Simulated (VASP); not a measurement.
# WC (Qusongite) (P-6m2) in VASP: further runs

Aim: see how the results for WC (Qusongite) move with the level of theory and the settings. Levels: PBE, BLYP, LDA. Tasks: single point.

Program: VASP 6.6.1. These are calculated values, not measurements. Logs are shortened: lines on timing, memory, paths and dates and some standing lists are left out, and cuts for length are marked.

### Step 1. The cell of the first run

It takes space group P-6m2 (No. 187, hexagonal). Conventional cell: a = 2.907 Å, b = 2.907 Å, c = 2.837 Å, α = 90.00°, β = 90.00°, γ = 120.00°. W (site symmetry -6m2) has 6 C at 2.20 Å and 2 W at 2.84 Å within 2.9 Å. C (site symmetry -6m2) has 6 W at 2.20 Å and 2 C at 2.84 Å within 2.9 Å.

### Step 2. Single point, PBE

The input, INCAR:

```
SYSTEM = WC
  PREC = Accurate
  ENCUT = 520
  EDIFF = 1E-7
  ISMEAR = 0
  SIGMA = 0.027000000000000003
  LREAL = .FALSE.
  LASPH = .TRUE.
  NELM = 80
  ALGO = Normal
  ISIF = 2
  LWAVE = .FALSE.
  LCHARG = .FALSE.
  GGA = PE
  NBANDS = 16
```

The input, KPOINTS:

```
Automatic mesh
0
G
  10 10 9
  0 0 0
```

The input, POSCAR:

```
WC
1.0
    2.9065000000      0.0000000000      0.0000000000
   -1.4532500000      2.5171028361      0.0000000000
    0.0000000000      0.0000000000      2.8366000000
W C
1 1
Direct
    0.0000000000      0.0000000000      0.0000000000
    0.6666666667      0.3333333333      0.5000000000
```

Potentials or basis: VASP PAW PBE potentials, release 64 (W_sv, C).

Launch:

```bash
> cat potpaw_PBE.64/W_sv/POTCAR potpaw_PBE.64/C/POTCAR > POTCAR
> mpirun -np 1 vasp_std > vasp.out
```

OUTCAR:

```text
SYSTEM = WC
   PREC = Accurate
   ENCUT = 520
   EDIFF = 1E-7
   ISMEAR = 0
   LREAL = .FALSE.
   LASPH = .TRUE.
   NELM = 80
   ISIF = 2
   GGA = PE

 ion  position               nearest neighbor table
   1  0.000  0.000  0.000-   2 2.20   2 2.20   2 2.20   2 2.20   2 2.20   2 2.20
   2  0.667  0.333  0.500-   1 2.20   1 2.20   1 2.20   1 2.20   1 2.20   1 2.20

  LATTYP: Found a hexagonal cell.
 ALAT       =     2.9065000000
 C/A-ratio  =     0.9759504559

  Lattice vectors:

 A1 = (   2.9065000000,   0.0000000000,   0.0000000000)
 A2 = (  -1.4532500000,   2.5171028361,   0.0000000000)
 A3 = (   0.0000000000,   0.0000000000,   2.8366000000)

Analysis of symmetry for initial positions (statically):
=====================================================================
 Subroutine PRICEL returns:
 Original cell was already a primitive cell.

 Routine SETGRP: Setting up the symmetry group for a
 hexagonal supercell.

 Subroutine GETGRP returns: Found 12 space group operations
 (whereof 12 operations were pure point group operations)
 out of a pool of 24 trial point group operations.

The static configuration has the point symmetry D_3h.

Analysis of symmetry for dynamics (positions and initial velocities):
=====================================================================
 Subroutine PRICEL returns:
 Original cell was already a primitive cell.

 Routine SETGRP: Setting up the symmetry group for a
 hexagonal supercell.

 Subroutine GETGRP returns: Found 12 space group operations
 (whereof 12 operations were pure point group operations)
 out of a pool of 24 trial point group operations.

The dynamic configuration has the point symmetry D_3h.

 Subroutine INISYM returns: Found 12 space group operations
 (whereof 12 operations are pure point group operations),
 and found     1 'primitive' translations

----------------------------------------------------------------------------------------

                                     Primitive cell

  volume of cell :      20.7525

  direct lattice vectors                    reciprocal lattice vectors
     2.906500000  0.000000000  0.000000000     0.344056425  0.198641070  0.000000000
    -1.453250000  2.517102836  0.000000000     0.000000000  0.397282139  0.000000000
     0.000000000  0.000000000  2.836600000     0.000000000  0.000000000  0.352534725

  length of vectors
     2.906500000  2.906500000  2.836600000     0.397282139  0.397282139  0.352534725

  position of ions in fractional coordinates (direct lattice)
     0.000000000  0.000000000  0.000000000
[... 75 lines left out ...]
   LASPH  =      T    aspherical Exc in radial PAW
   ENCUT  =  520.0 eV  38.22 Ry    6.18 a.u.   5.40  5.40  5.27*2*pi/ulx,y,z
   NELM   =     80;   NELMIN=  2; NELMDL= -5     # of ELM steps
   EDIFF  = 0.1E-06   stopping-criterion for ELM
   LREAL  =      F    real-space projection
   EDIFFG = 0.1E-05   stopping-criterion for IOM
   NSW    =      0    number of steps for IOM
   IBRION =     -1    ionic relax: 0-MD 1-quasi-New 2-CG
   NFREE  =      0    steps in history (QN), initial steepest desc. (CG)
   ISIF   =      2    stress and relaxation
   ISYM   =      2    0-nonsym 1-usesym 2-fastsym
   POTIM  = 0.5000    time-step for ionic-motion
   TEBEG  =    0.0;   TEEND  =   0.0 temperature during run
   PSTRESS=    0.0 pullay stress
   NELECT =      18.0000    total number of electrons
   NUPDOWN=      -1.0000    fix difference up-down
   EMIN   =  10.00;   EMAX   =-10.00  energy-range for DOS
   EFERMI =   0.00;   METHOD = LEGACY
   ISMEAR =     0;   SIGMA  =   0.03  broadening in eV -4-tet -1-fermi 0-gaus
   EFERMI_NEDOS =   21; number of points for ismear=-14 and -15
   IALGO  =     38    algorithm
   IMIX   =      4    mixing-type and parameters
     AMIX     =   0.40;   BMIX     =  1.00
     AMIX_MAG =   1.60;   BMIX_MAG =  1.00
  volume/ion in A,a.u.               =      10.38        70.02
  Fermi-wavevector in a.u.,A,eV,Ry     =   1.561262  2.950358 33.164744  2.437540
  Thomas-Fermi vector in A             =   2.664353
   LORBIT       =      0    0 simple, 1 ext, 2 COOP (PROOUT), +10 PAW based schemes
   GGA     = PE    functional components
   LHFCALC =     F    Hartree Fock is set to
   AEXX    =    0.0000 exact exchange contribution
   IVDW    =     0    specifies the selected vdW correction
   LEPSILON=     F    determine dielectric tensor
   LRPA    =     F    only Hartree local field effects (RPA)
 non-spin polarized calculation
 Gauss-broadening in eV      SIGMA  =   0.03
  energy-cutoff  :      520.00
  volume of cell :       20.75
 maximum number of plane-waves:       580
 NGX is ok and might be reduce to    24
   NGX = 11   NGY = 11   NGZ = 11

 number of electron      18.0000000 magnetization

 Free energy of the ion-electron system (eV)
  ---------------------------------------------------
  ext. energy  EPLUGINS =         0.00000000
  ---------------------------------------------------
  free energy    TOTEN  =       -22.44532766 eV

  energy without entropy =      -22.44504214  energy(sigma->0) =      -22.44518490

 E-fermi :  11.0910     XC(G=0): -13.8001

 val. band max:       10.9904715187   @ k =   0.0000   0.0000   0.3333
 cond. band min:      11.0934438898   @ k =   0.1000   0.0000   0.3333
 fundamental gap:      0.1029723712
 Fermi energy:        11.0909949077

 k-point     1 :       0.0000    0.0000    0.0000
  band No.  band energies     occupation
      1     -62.9201      2.00000
      2     -26.9045      2.00000
      3     -26.7977      2.00000
      4     -26.7977      2.00000
      5      -3.3756      2.00000
      6       6.7670      2.00000
[... 433 lines left out ...]
      3     -27.0240      2.00000
      4     -26.8763      2.00000
      5       0.0595      2.00000
      6       4.1814      2.00000
[... 8 lines left out ...]
     15      24.4777      0.00000
     16      28.5260      0.00000

 [... further k-points ...]
[... 5 lines left out ...]
  --------------------------------------------------------------------------------------
  -------------------------------------------------------------------------------------
  Total        0.8996718      0.8996718      0.8141549      0.0000000      0.0000000     -0.0000000
  in kB       69.4584872     69.4584872     62.8562156      0.0000000      0.0000000     -0.0000000
  external PRESSURE =      67.2577300 kB  Pullay stress =       0.0000000 kB

 VOLUME and BASIS-vectors are now :
 -----------------------------------------------------------------------------
  energy-cutoff  :      520.00
  volume of cell :       20.75
      direct lattice vectors                 reciprocal lattice vectors
     2.906500000  0.000000000  0.000000000     0.344056425  0.198641070  0.000000000
    -1.453250000  2.517102836  0.000000000     0.000000000  0.397282139  0.000000000
     0.000000000  0.000000000  2.836600000     0.000000000  0.000000000  0.352534725

 POSITION                                       TOTAL-FORCE (eV/Angst)
 -----------------------------------------------------------------------------------
      0.00000      0.00000      0.00000         0.000000      0.000000      0.000000
      1.45325      0.83903      1.41830        -0.000000      0.000000      0.000000
 -----------------------------------------------------------------------------------
    total drift:                                0.000000     -0.000000      0.000000

  FREE ENERGIE OF THE ION-ELECTRON SYSTEM (eV)
  ---------------------------------------------------
  free  energy   TOTEN  =       -22.4453276639 eV

  energy  without entropy=      -22.4450421415  energy(sigma->0) =      -22.44518490
```

It took 8.5 s on 1 thread of Intel Xeon 6975P-C (Granite Rapids), shared host; peak memory 0.15 GiB.

Results:

* Free energy: -22.4453 eV
* Pressure: 6.7 GPa
* Band gap on the k mesh: zero (band 9 reaches 11.73 eV, above the bottom of band 10 at 10.54 eV)

Caveat: spin-orbit coupling is left out, which moves the levels of the heavy elements.

### Step 3. Single point, PBE

This run uses another cell than the first one, of 10.53 Å³/atom, 1.015 times its volume.

The input, INCAR:

```
  PREC = Accurate
  ENCUT = 520
  EDIFF = 1E-7
  ISMEAR = -1
  SIGMA = 0.05
  LREAL = F
  LASPH = T
  NELM = 60
  ALGO = Normal
  ISIF = 2
  LWAVE = F
  LCHARG = F
  GGA = PE
  NBANDS = 16
```

The input, KPOINTS:

```
regular mesh
0
Gamma
  10 10 9
```

The input, POSCAR:

```
WC
1.0
    2.9229560872      0.0000000000      0.0000000000
   -1.4614780436      2.5313542257      0.0000000000
    0.0000000000      0.0000000000      2.8459244485
W C
1 1
Direct
    0.0000000000      0.0000000000      0.0000000000
    0.6666666667      0.3333333333      0.5000000000
```

Potentials or basis: VASP PAW PBE potentials, release 64 (W_sv, C).

Launch:

```bash
> cat potpaw_PBE.64/W_sv/POTCAR potpaw_PBE.64/C/POTCAR > POTCAR
> mpirun -np 1 vasp_std > vasp.out
```

Wall time 8.2 s (1 thread of Intel Xeon 6975P-C (Granite Rapids), shared host); peak memory 0.15 GiB.

The run converged. Its results:

```
Free energy            : -22.4540 eV
Pressure               : 0.9 GPa
Band gap on the k mesh : zero (band 9 reaches 11.53 eV, above the bottom of band 10 at 10.35 eV)
```

Stress tensor (GPa, compression positive):
```
0.85 0.00 0.00
0.00 0.85 0.00
0.00 0.00 1.11
```

Levels at points of the mesh, in eV from the Fermi level:
```tsv
k point	band 6	band 7	band 8	band 9	band 10	band 11	band 12	band 13
(0.00, 0.00, 0.00)	-4.22	-3.29	-3.29	0.11	3.17	3.17	5.55	5.55
(0.50, 0.00, 0.00)	-6.97	-3.53	-3.50	-0.48	2.31	4.43	4.77	6.78
```

Caveat: spin-orbit coupling is left out, which moves the levels of the heavy elements.

### Step 4. Single point, BLYP

This run uses another cell than the first one, of 10.89 Å³/atom, 1.050 times its volume.

The input, INCAR:

```
SYSTEM = WC
  PREC = Accurate
  ENCUT = 520
  EDIFF = 1E-6
  ISMEAR = -1
  SIGMA = 0.05
  LREAL = .False.
  LASPH = .True.
  NELM = 60
  ALGO = Normal
  ISIF = 2
  LWAVE = .False.
  LCHARG = .True.
  GGA = B5
  ALDAX = 1.0
  AGGAX = 1.0
  AGGAC = 1.0
  ALDAC = 0.0
  LELF = .True.
  LVHAR = .True.
  NBANDS = 16
```

The input, KPOINTS:

```
Automatic mesh
0
Gamma
  10 10 9
  0 0 0
```

The input, POSCAR:

```
WC
1.0
    2.9595614569      0.0000000000      0.0000000000
   -1.4797807285      2.5630554057      0.0000000000
    0.0000000000      0.0000000000      2.8718470392
W C
1 1
Direct
    0.0000000000      0.0000000000      0.0000000000
    0.6666666667      0.3333333333      0.5000000000
```

Launch:

```bash
> cat potpaw_PBE.64/W_sv/POTCAR potpaw_PBE.64/C/POTCAR > POTCAR
> mpirun -np 1 vasp_std > vasp.out
```

Wall time 18 s (1 thread of Intel Xeon 6975P-C (Granite Rapids), shared host); peak memory 0.15 GiB.

The run converged. Its results:

* Free energy: -20.0235 eV
* Pressure: 2.1 GPa
* Band gap on the k mesh: zero (band 9 reaches 11.54 eV, above the bottom of band 10 at 10.39 eV)

Stress tensor (GPa, compression positive):
```
1.96 0.00 0.00
0.00 1.96 0.00
0.00 0.00 2.39
```

Levels at points of the mesh, in eV from the Fermi level:
```csv
k point,band 6,band 7,band 8,band 9,band 10,band 11,band 12,band 13
"(0.00, 0.00, 0.00)",-3.96,-3.17,-3.17,0.14,2.97,2.97,5.29,5.29
"(0.50, 0.00, 0.00)",-6.62,-3.35,-3.26,-0.46,2.18,4.14,4.42,6.55
```

Caveat: the PAW data sets were made with another functional, which shifts forces and pressure a little; spin-orbit coupling is left out, which moves the levels of the heavy elements.

### Step 5. Single point, LDA (volume scaled by 0.96)

The input, INCAR:

```
ALGO = Normal
EDIFF = 1E-6
ENCUT = 520
GGA = CA
ISIF = 2
ISMEAR = -1
LASPH = True
LCHARG = True
LELF = True
LREAL = False
LVHAR = True
LWAVE = False
NBANDS = 16
NELM = 80
PREC = Accurate
SIGMA = 0.05
```

The input, KPOINTS:

```
k-points
0
Gamma
  10 10 9
```

The input, POSCAR:

```
WC
1.0
    2.8672181576      0.0000000000      0.0000000000
   -1.4336090788      2.4830837627      0.0000000000
    0.0000000000      0.0000000000      2.7982628680
W C
1 1
Direct
    0.0000000000      0.0000000000      0.0000000000
    0.6666666667      0.3333333333      0.5000000000
```

Potentials or basis: VASP PAW LDA potentials, release 64 (W_sv, C).

Launch:

```bash
> cat potpaw_LDA.64/W_sv/POTCAR potpaw_LDA.64/C/POTCAR > POTCAR
> mpirun -np 1 vasp_std > vasp.out
```

Wall time 37 s (1 thread of Intel Xeon 8259CL, shared host); peak memory 0.14 GiB.

Results (log left out):

- Free energy: -24.6897 eV
- Pressure: 10.3 GPa
- Band gap on the k mesh: zero (band 9 reaches 12.26 eV, above the bottom of band 10 at 10.96 eV)

Stress tensor (GPa, compression positive):
```
10.06  0.00  0.00
 0.00 10.06  0.00
 0.00  0.00 10.65
```

Levels at points of the mesh, in eV from the Fermi level:
| k point | band 6 | band 7 | band 8 | band 9 | band 10 | band 11 | band 12 | band 13 |
| --- | --- | --- | --- | --- | --- | --- | --- | --- |
| (0.00, 0.00, 0.00) | -4.53 | -3.48 | -3.48 | 0.16 | 3.41 | 3.41 | 5.86 | 5.86 |
| (0.50, 0.00, 0.00) | -7.11 | -3.78 | -3.74 | -0.42 | 2.45 | 4.78 | 5.18 | 7.10 |

Caveat: the cell differs from its parent crystal (volume scaled by 0.96); spin-orbit coupling is left out, which moves the levels of the heavy elements.

### Step 6. Overview

```csv
level,potentials or basis,cell,smearing,gap on the mesh (eV),pressure (GPa)
PBE,"VASP PAW PBE potentials, release 64 (W_sv, C)","a = 2.906, b = 2.907, c = 2.837 Å, angles 90.0, 90.0, 120.0°, 2 atoms",gaussian 0.027 eV,none,6.7
PBE,"VASP PAW PBE potentials, release 64 (W_sv, C)","a = 2.923, b = 2.923, c = 2.846 Å, angles 90.0, 90.0, 120.0°, 2 atoms",fermi-dirac 0.05 eV,none,0.9
BLYP,"VASP PAW PBE potentials, release 64 (W_sv, C)","a = 2.960, b = 2.960, c = 2.872 Å, angles 90.0, 90.0, 120.0°, 2 atoms",fermi-dirac 0.05 eV,none,2.1
LDA,"VASP PAW LDA potentials, release 64 (W_sv, C)","a = 2.867, b = 2.867, c = 2.798 Å, angles 90.0, 90.0, 120.0°, 2 atoms",fermi-dirac 0.05 eV,none,10.3
```

Alike in all rows: task single point; no spin polarisation; k mesh 10 × 10 × 9; cutoff (eV) 520.

Caveats: spin-orbit coupling is left out, which moves the levels of the heavy elements; the PAW data sets were made with another functional, which shifts forces and pressure a little (some runs).

Absolute energies hang on the potentials; compare differences alone.
